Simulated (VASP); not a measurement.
# Rb4O (Im-3m) in VASP: notebook

The runs below take Rb4O through single point, relaxation of cell and atoms, with PBE.

All numbers are computed with VASP 6.6.1; they aren't measurements. Logs are shortened: lines on timing, memory, paths and dates and some standing lists are left out, and cuts for length are marked.

### Step 1. The cell of the first run

It takes space group Im-3m (No. 229, cubic). Conventional cell: a = 7.135 Å, b = 7.135 Å, c = 7.135 Å, α = 90.00°, β = 90.00°, γ = 90.00°. Rb (site symmetry -3m) has 2 O at 3.09 Å and 6 Rb at 3.57 Å within 4.1 Å. O (site symmetry m-3m) has 8 Rb at 3.09 Å within 4.1 Å.

The cell was generated, and may not be a known phase.

### Step 2. Single point, PBE

Contents of INCAR:

```
  ALGO = Normal
  EDIFF = 1E-6
  ENCUT = 520
  GGA = PE
  ISIF = 2
  ISMEAR = 0
  LASPH = True
  LCHARG = False
  LREAL = False
  LWAVE = False
  NBANDS = 29
  NELM = 80
  PREC = Accurate
  SIGMA = 0.1
```

Contents of KPOINTS:

```
k-points
0
Gamma
  4 4 4
```

Contents of POSCAR:

```
Rb4O
1.0
   -3.5673991500      3.5673991500      3.5673991500
    3.5673991500     -3.5673991500      3.5673991500
    3.5673991500      3.5673991500     -3.5673991500
Rb O
4 1
Direct
    0.0000000000      0.0000000000      0.5000000000
    0.5000000000      0.0000000000      0.0000000000
    0.0000000000      0.5000000000      0.0000000000
    0.5000000000      0.5000000000      0.5000000000
    0.0000000000      0.0000000000      0.0000000000
```

Potentials or basis: VASP PAW PBE potentials, release 64 (Rb_sv, O).

Launch:

```
$ cat potpaw_PBE.64/Rb_sv/POTCAR potpaw_PBE.64/O/POTCAR > POTCAR
$ mpirun -np 1 vasp_std > vasp.out
```

OUTCAR:

```text
EDIFF = 1E-6
   ENCUT = 520
   GGA = PE
   ISIF = 2
   ISMEAR = 0
   LASPH = True
   LREAL = False
   NELM = 80
   PREC = Accurate

 ion  position               nearest neighbor table
   1  0.000  0.000  0.500-   5 3.09   5 3.09   4 3.57   2 3.57   3 3.57   3 3.57   2 3.57   4 3.57
                             3 5.05   2 5.05   3 5.05   4 5.05   4 5.05   2 5.05   4 5.05   3 5.05
   2  0.500  0.000  0.000-   5 3.09   5 3.09   4 3.57   1 3.57   4 3.57   3 3.57   1 3.57   3 3.57
                             4 5.05   3 5.05   4 5.05   1 5.05   1 5.05   3 5.05   3 5.05   4 5.05
   3  0.000  0.500  0.000-   5 3.09   5 3.09   4 3.57   1 3.57   2 3.57   1 3.57   4 3.57   2 3.57
                             4 5.05   1 5.05   2 5.05   4 5.05   2 5.05   2 5.05   4 5.05   1 5.05
   4  0.500  0.500  0.500-   5 3.09   5 3.09   3 3.57   1 3.57   2 3.57   3 3.57   1 3.57   2 3.57
                             3 5.05   1 5.05   2 5.05   3 5.05   1 5.05   3 5.05   1 5.05   2 5.05
   5  0.000  0.000  0.000-   1 3.09   2 3.09   3 3.09   4 3.09   1 3.09   3 3.09   2 3.09   4 3.09

  LATTYP: Found a body centered cubic cell.
 ALAT       =     7.1347983000

  Lattice vectors:

 A1 = (  -3.5673991500,   3.5673991500,   3.5673991500)
 A2 = (   3.5673991500,  -3.5673991500,   3.5673991500)
 A3 = (   3.5673991500,   3.5673991500,  -3.5673991500)

Analysis of symmetry for initial positions (statically):
=====================================================================
 Subroutine PRICEL returns:
 Original cell was already a primitive cell.

 Routine SETGRP: Setting up the symmetry group for a
 body centered cubic supercell.

 Subroutine GETGRP returns: Found 48 space group operations
 (whereof 48 operations were pure point group operations)
 out of a pool of 48 trial point group operations.

The static configuration has the point symmetry O_h .

Analysis of symmetry for dynamics (positions and initial velocities):
=====================================================================
 Subroutine PRICEL returns:
 Original cell was already a primitive cell.

 Routine SETGRP: Setting up the symmetry group for a
 body centered cubic supercell.

 Subroutine GETGRP returns: Found 48 space group operations
 (whereof 48 operations were pure point group operations)
 out of a pool of 48 trial point group operations.

The dynamic configuration has the point symmetry O_h .

 Subroutine INISYM returns: Found 48 space group operations
 (whereof 48 operations are pure point group operations),
 and found     1 'primitive' translations

----------------------------------------------------------------------------------------

                                     Primitive cell

  volume of cell :     181.5997

  direct lattice vectors                    reciprocal lattice vectors
    -3.567399150  3.567399150  3.567399150     0.000000000  0.140158132  0.140158132
     3.567399150 -3.567399150  3.567399150     0.140158132  0.000000000  0.140158132
     3.567399150  3.567399150 -3.567399150     0.140158132  0.140158132  0.000000000

  length of vectors
     6.178916579  6.178916579  6.178916579     0.198213531  0.198213531  0.198213531

  position of ions in fractional coordinates (direct lattice)
     0.000000000  0.000000000  0.500000000
     0.500000000  0.000000000  0.000000000
     0.000000000  0.500000000  0.000000000
     0.500000000  0.500000000  0.500000000
     0.000000000  0.000000000  0.000000000

  ion indices of the primitive-cell ions
   primitive index   ion index
                 1           1
                 2           2
                 3           3
                 4           4
                 5           5

----------------------------------------------------------------------------------------

 KPOINTS: k-points

Automatic generation of k-mesh.
 Grid dimensions read from file:
 generate k-points for:    4    4    4

 Generating k-lattice:

  Cartesian coordinates                     Fractional coordinates (reciprocal lattice)
[... 56 lines left out ...]

 k-point     2 :       0.2500    0.0000    0.0000
  band No.  band energies     occupation
      1     -26.7575      2.00000
      2     -26.6229      2.00000
      3     -26.5963      2.00000
      4     -26.5962      2.00000
      5     -13.6186      2.00000
      6     -11.3383      2.00000
[... 21 lines left out ...]
     28       5.6583      0.00000
     29       5.7119      0.00000

 k-point     3 :       0.5000    0.0000    0.0000
  band No.  band energies     occupation
      1     -26.6901      2.00000
      2     -26.6898      2.00000
      3     -26.5972      2.00000
      4     -26.5971      2.00000
      5     -13.6637      2.00000
      6     -11.3132      2.00000
[... 21 lines left out ...]
     28       5.8956      0.00000
     29       6.1224      0.00000

 k-point     4 :       0.2500    0.2500    0.0000
  band No.  band energies     occupation
      1     -26.7098      2.00000
      2     -26.6429      2.00000
      3     -26.6429      2.00000
      4     -26.5786      2.00000
      5     -13.6640      2.00000
      6     -11.3105      2.00000
[... 21 lines left out ...]
     28       5.3981      0.00000
     29       5.7217      0.00000

 k-point     5 :       0.2500    0.2500    0.2500
  band No.  band energies     occupation
      1     -26.6441      2.00000
      2     -26.6439      2.00000
      3     -26.6439      2.00000
      4     -26.6439      2.00000
      5     -13.6591      2.00000
      6     -10.9639      2.00000
[... 21 lines left out ...]
     28       5.8055      0.00000
     29       5.8055      0.00000

 k-point     6 :      -0.2500    0.2500    0.2500
  band No.  band energies     occupation
      1     -26.7371      2.00000
      2     -26.6419      2.00000
      3     -26.6419      2.00000
      4     -26.5516      2.00000
      5     -13.6693      2.00000
      6     -11.4691      2.00000
[... 21 lines left out ...]
     28       5.7610      0.00000
     29       5.7610      0.00000

 k-point     7 :       0.5000    0.5000    0.2500
  band No.  band energies     occupation
      1     -26.6889      2.00000
      2     -26.6887      2.00000
      3     -26.6611      2.00000
      4     -26.5335      2.00000
      5     -13.7173      2.00000
      6     -11.4754      2.00000
[... 21 lines left out ...]
     28       5.5439      0.00000
     29       5.6044      0.00000

 k-point     8 :       0.5000    0.5000    0.5000
  band No.  band energies     occupation
      1     -26.6877      2.00000
      2     -26.6877      2.00000
      3     -26.6877      2.00000
      4     -26.5072      2.00000
      5     -13.7686      2.00000
      6     -11.5621      2.00000
[... 21 lines left out ...]
     28       5.1720      0.00000
     29       5.2326      0.00000

------------------------ aborting loop because EDIFF is reached ----------------------------------------

  FORCE on cell =-STRESS in cart. coord.  units (eV):
  Direction    XX          YY          ZZ          XY          YZ          ZX
  --------------------------------------------------------------------------------------
  -------------------------------------------------------------------------------------
  Total        2.5430280      2.5430280      2.5430280     -0.0000000      0.0000000      0.0000000
  in kB       22.4360615     22.4360615     22.4360615     -0.0000000      0.0000000      0.0000000
  external PRESSURE =      22.4360615 kB  Pullay stress =       0.0000000 kB

 VOLUME and BASIS-vectors are now :
 -----------------------------------------------------------------------------
  energy-cutoff  :      520.00
  volume of cell :      181.60
      direct lattice vectors                 reciprocal lattice vectors
    -3.567399150  3.567399150  3.567399150     0.000000000  0.140158132  0.140158132
     3.567399150 -3.567399150  3.567399150     0.140158132  0.000000000  0.140158132
     3.567399150  3.567399150 -3.567399150     0.140158132  0.140158132  0.000000000

 POSITION                                       TOTAL-FORCE (eV/Angst)
 -----------------------------------------------------------------------------------
      1.78370      1.78370     -1.78370         0.000000     -0.000000      0.000000
     -1.78370      1.78370      1.78370        -0.000000     -0.000000      0.000000
      1.78370     -1.78370      1.78370         0.000000     -0.000000     -0.000000
      1.78370      1.78370      1.78370         0.000000      0.000000     -0.000000
      0.00000      0.00000      0.00000         0.000000     -0.000000      0.000000
 -----------------------------------------------------------------------------------
    total drift:                                0.000000      0.000000     -0.000000

  FREE ENERGIE OF THE ION-ELECTRON SYSTEM (eV)
  ---------------------------------------------------
  free  energy   TOTEN  =        -9.8293747841 eV

  energy  without entropy=       -9.8145968088  energy(sigma->0) =       -9.82198580
```

It took 30 s on 1 thread of Intel Xeon 6975P-C (Granite Rapids), shared host; peak memory 0.3 GiB.

What came out:

| Property | Result |
| --- | --- |
| Free energy | -9.8294 eV |
| Pressure | 2.2 GPa |
| Band gap on the k mesh | zero (bands 21 and 22 overlap by 0.89 eV) |

Levels at points of the mesh, in eV from the Fermi level:
```
           k point  band 17  band 18  band 19  band 20  band 21  band 22  band 23  band 24  band 25  band 26
(0.00, 0.00, 0.00)   -12.10    -2.24    -1.28    -1.28    -1.28    -0.19    -0.19     2.46     2.46     3.05
(0.50, 0.00, 0.00)   -12.35    -1.99    -1.59    -1.39    -0.34    -0.23     0.88     2.26     2.44     2.48
(0.50, 0.50, 0.50)   -12.28    -2.02    -2.02    -2.02     0.66     0.66     0.66     1.10     1.10     3.06
```

### Step 3. Single point, PBE

This run uses another cell than the first one, of 43.93 Å³/atom.

Contents of INCAR:

```
SYSTEM = Rb4O
PREC = Accurate
ENCUT = 520
EDIFF = 1E-7
ISMEAR = 0
SIGMA = 0.1
LREAL = .False.
LASPH = .True.
NELM = 60
ALGO = Normal
ISIF = 2
LWAVE = .False.
LCHARG = .False.
GGA = PE
NBANDS = 29
```

Contents of KPOINTS:

```
Automatic mesh
0
Gamma
  8 8 8
  0 0 0
```

Changes to POSCAR since step 2:

```diff
@@ -2,5 +2,5 @@
 1.0
-   -3.5673991500      3.5673991500      3.5673991500
-    3.5673991500     -3.5673991500      3.5673991500
-    3.5673991500      3.5673991500     -3.5673991500
+   -3.8008166002      3.8008166002      3.8008166002
+    3.8008166002     -3.8008166002      3.8008166002
+    3.8008166002      3.8008166002     -3.8008166002
 Rb O
```

Potentials or basis: VASP PAW PBE potentials, release 64 (Rb_sv, O).

Launch:

```
$ cat potpaw_PBE.64/Rb_sv/POTCAR potpaw_PBE.64/O/POTCAR > POTCAR
$ mpirun -np 1 vasp_std > vasp.out
```

It took 2 min on 1 thread of Intel Xeon 6975P-C (Granite Rapids), shared host; peak memory 0.42 GiB.

Results (log left out):

- Free energy: -10.0608 eV
- Pressure: 0.0 GPa
- Band gap on the k mesh: zero (bands 21 and 22 overlap by 0.93 eV)

Levels at points of the mesh, in eV from the Fermi level:
| k point | band 18 | band 19 | band 20 | band 21 | band 22 | band 23 | band 24 | band 25 |
| --- | --- | --- | --- | --- | --- | --- | --- | --- |
| (0.00, 0.00, 0.00) | -2.01 | -0.95 | -0.95 | -0.95 | 0.28 | 0.28 | 2.67 | 2.67 |
| (0.50, 0.00, 0.00) | -1.56 | -1.18 | -1.04 | -0.26 | -0.23 | 1.02 | 1.95 | 2.40 |
| (0.50, 0.50, 0.50) | -1.50 | -1.50 | -1.50 | 0.70 | 0.70 | 0.70 | 0.85 | 0.85 |

### Step 4. Single point, PBE, collinear spin, ferromagnetic start

Contents of INCAR:

```
ALGO = Normal
EDIFF = 1E-7
ENCUT = 520
GGA = PE
ISIF = 2
ISMEAR = 0
ISPIN = 2
LASPH = True
LCHARG = True
LELF = True
LORBIT = 11
LREAL = False
LVHAR = True
LWAVE = False
MAGMOM = 0 0 0 0 1
NBANDS = 33
NELM = 150
PREC = Accurate
SIGMA = 0.1
```

Contents of KPOINTS:

```
k-points
0
Gamma
  4 4 4
```

Changes to POSCAR since step 3:

```diff
@@ -2,5 +2,5 @@
 1.0
-   -3.8008166002      3.8008166002      3.8008166002
-    3.8008166002     -3.8008166002      3.8008166002
-    3.8008166002      3.8008166002     -3.8008166002
+   -3.5673991500      3.5673991500      3.5673991500
+    3.5673991500     -3.5673991500      3.5673991500
+    3.5673991500      3.5673991500     -3.5673991500
 Rb O
```

Launch:

```
$ cat potpaw_PBE.64/Rb_sv/POTCAR potpaw_PBE.64/O/POTCAR > POTCAR
$ mpirun -np 1 vasp_std > vasp.out
```

It took 76 s on 1 thread of Intel Xeon 6975P-C (Granite Rapids), shared host; peak memory 0.42 GiB.

It converged, with:

- Free energy: -9.8294 eV
- Pressure: 2.2 GPa
- Band gap on the k mesh: zero (filled and empty bands overlap)
- Net moment: 0.00 μB per cell
- Valence electrons inside the program's atomic spheres: Rb 7.32; O 4.83

Levels at points of the mesh, in eV from the Fermi level:
Spin up:
```
           k point  band 19  band 20  band 21  band 22  band 23  band 24
(0.00, 0.00, 0.00)    -1.28    -1.28    -1.28    -0.19    -0.19     2.46
(0.50, 0.00, 0.00)    -1.59    -1.39    -0.34    -0.23     0.88     2.26
(0.50, 0.50, 0.50)    -2.02    -2.02     0.66     0.66     0.66     1.11
```
Spin down:
```
           k point  band 18  band 19  band 20  band 21  band 22  band 23  band 24  band 25
(0.00, 0.00, 0.00)    -2.24    -1.28    -1.28    -1.28    -0.19    -0.19     2.46     2.46
(0.50, 0.00, 0.00)    -1.99    -1.59    -1.39    -0.34    -0.23     0.88     2.26     2.43
(0.50, 0.50, 0.50)    -2.02    -2.02    -2.02     0.66     0.66     0.66     1.10     1.10
```

### Step 5. Relaxation of cell and atoms, PBE

Contents of INCAR:

```
PREC     = Accurate       # precision mode
ENCUT    = 600            # plane-wave cutoff, eV
EDIFF    = 1E-6           # SCF threshold, eV
ISMEAR   = 0              # smearing method
SIGMA    = 0.1            # smearing width, eV
LREAL    = False          # projectors in reciprocal space
LASPH    = True           # aspherical terms in the spheres
NELM     = 80             # most SCF steps
ALGO     = Normal         # electronic algorithm
ISIF     = 3              # what is computed and relaxed
LWAVE    = False          # write WAVECAR
LCHARG   = False          # write CHGCAR
GGA      = PE             # functional
IBRION   = 2              # ionic algorithm
NSW      = 100            # ionic steps
EDIFFG   = -0.01          # ionic threshold
```

Contents of KPOINTS:

```
regular mesh
0
Gamma
  8 8 8
```

POSCAR is that of step 4.

Launch:

```
$ cat potpaw_PBE.64/Rb_sv/POTCAR potpaw_PBE.64/O/POTCAR > POTCAR
$ mpirun -np 1 vasp_std > vasp.out
```

Wall time 4.4 min (1 thread of Intel Xeon 6975P-C (Granite Rapids), shared host); peak memory 0.44 GiB.

It converged, with:

```yaml
Free_energy: -10.0569 eV
Relaxed_volume: 44.00 Å³/atom
Relaxed_cell: a = 6.587 Å, b = 6.587 Å, c = 6.587 Å, α = 109.47°, β = 109.47°, γ = 109.47°
Space_group_after_relaxing_to_0.1_Å: Im-3m (No. 229)
Energy_gained_by_relaxing: 46.4 meV/atom
Ionic_steps: 4
Pressure_after_relaxing: 0.0 GPa
Band_gap_on_the_k_mesh: zero (bands 21 and 22 overlap by 0.93 eV)
```

The path:
```csv
step,energy change (eV),largest force (eV/Å),pressure (GPa),volume (Å³)
1,0.0000,0.0000,2.19,181.60
2,-0.1423,0.0000,1.26,194.94
3,-0.2314,0.0000,0.09,218.02
4,-0.2319,0.0000,0.00,219.99
```

Final structure:
```yaml
crystal:
  lattice:
    - [-3.80288, 3.80288, 3.80288]
    - [3.80288, -3.80288, 3.80288]
    - [3.80288, 3.80288, -3.80288]
  atoms:
    - { symbol: Rb, position: [0.00000, 0.00000, 0.50000] }
    - { symbol: Rb, position: [0.50000, 0.00000, 0.00000] }
    - { symbol: Rb, position: [0.00000, 0.50000, 0.00000] }
    - { symbol: Rb, position: [0.50000, 0.50000, 0.50000] }
    - { symbol: O, position: [0.00000, 0.00000, 0.00000] }
```

Levels at points of the mesh, in eV from the Fermi level:
```csv
k point,band 19,band 20,band 21,band 22,band 23,band 24
"(0.00, 0.00, 0.00)",-0.95,-0.95,-0.95,0.29,0.29,2.67
"(0.50, 0.00, 0.00)",-1.18,-1.04,-0.26,-0.23,1.02,1.94
"(0.50, 0.50, 0.50)",-1.49,-1.49,0.70,0.70,0.70,0.85
```

Caveat: the volume moved by over 15 % at a fixed basis, so the end points are rough.

### Step 6. Relaxation of cell and atoms, PBE

This run uses another cell than the first one, of 43.93 Å³/atom.

Contents of INCAR:

```
SYSTEM = Rb4O
PREC = Accurate
ENCUT = 600
EDIFF = 1E-7
ISMEAR = 0
SIGMA = 0.1
LREAL = .False.
LASPH = .True.
NELM = 80
ALGO = Normal
ISIF = 3
LWAVE = .False.
LCHARG = .False.
GGA = PE
IBRION = 2
NSW = 100
EDIFFG = -0.01
```

Contents of KPOINTS:

```
Automatic mesh
0
Gamma
  8 8 8
  0 0 0
```

Changes to POSCAR since step 5:

```diff
@@ -2,5 +2,5 @@
 1.0
-   -3.5673991500      3.5673991500      3.5673991500
-    3.5673991500     -3.5673991500      3.5673991500
-    3.5673991500      3.5673991500     -3.5673991500
+   -3.8008166002      3.8008166002      3.8008166002
+    3.8008166002     -3.8008166002      3.8008166002
+    3.8008166002      3.8008166002     -3.8008166002
 Rb O
```

Potentials or basis: VASP PAW PBE potentials, release 64 (Rb_sv, O).

Launch:

```
$ cat potpaw_PBE.64/Rb_sv/POTCAR potpaw_PBE.64/O/POTCAR > POTCAR
$ mpirun -np 1 vasp_std > vasp.out
```

Wall time 2.6 min (1 thread of Intel Xeon 6975P-C (Granite Rapids), shared host); peak memory 0.48 GiB.

The run converged. Its results:

| Property | Result |
| --- | --- |
| Free energy | -10.0619 eV |
| Pressure after relaxing | 0.0 GPa |
| Band gap on the k mesh | zero (bands 21 and 22 overlap by 0.93 eV) |

Final structure:
```
Rb O
1.0
    -3.80082    3.80082    3.80082
     3.80082   -3.80082    3.80082
     3.80082    3.80082   -3.80082
Rb O
4 1
Direct
  0.00000 0.00000 0.50000
  0.50000 0.00000 0.00000
  0.00000 0.50000 0.00000
  0.50000 0.50000 0.50000
  0.00000 0.00000 0.00000
```

Levels at points of the mesh, in eV from the Fermi level:
| k point | band 19 | band 20 | band 21 | band 22 | band 23 | band 24 |
| --- | --- | --- | --- | --- | --- | --- |
| (0.00, 0.00, 0.00) | -0.95 | -0.95 | -0.95 | 0.28 | 0.28 | 2.67 |
| (0.50, 0.00, 0.00) | -1.18 | -1.04 | -0.26 | -0.23 | 1.02 | 1.95 |
| (0.50, 0.50, 0.50) | -1.50 | -1.50 | 0.70 | 0.70 | 0.70 | 0.85 |

Caveat: the relaxation stopped at its first step, so nothing moved.

### Step 7. Overview

| task | spin | cell | k mesh | cutoff (eV) | gap on the mesh (eV) | pressure (GPa) |
| --- | --- | --- | --- | --- | --- | --- |
| single point | off | a = 6.179 Å, angles 109.5°, 5 atoms | 4 × 4 × 4 | 520 | none | 2.2 |
| single point | off | a = 6.583 Å, angles 109.5°, 5 atoms | 8 × 8 × 8 | 520 | none | 0.0 |
| single point | collinear, ferromagnetic start | a = 6.179 Å, angles 109.5°, 5 atoms | 4 × 4 × 4 | 520 | none | 2.2 |
| relaxation of cell and atoms | off | relaxed from a = 6.179 Å, angles 109.5°, 5 atoms | 8 × 8 × 8 | 600 | none | 0.0 |
| relaxation of cell and atoms | off | relaxed from a = 6.583 Å, angles 109.5°, 5 atoms | 8 × 8 × 8 | 600 | none | 0.0 |

Alike in all rows: level PBE; potentials or basis VASP PAW PBE potentials, release 64 (Rb_sv, O); smearing gaussian 0.1 eV.

Caveats: the volume moved by over 15 % at a fixed basis, so the end points are rough (at least some runs); the relaxation stopped at its first step, so nothing moved (at least some runs).

Total energies depend on the potentials used, so only differences within one code and one set of settings carry meaning.
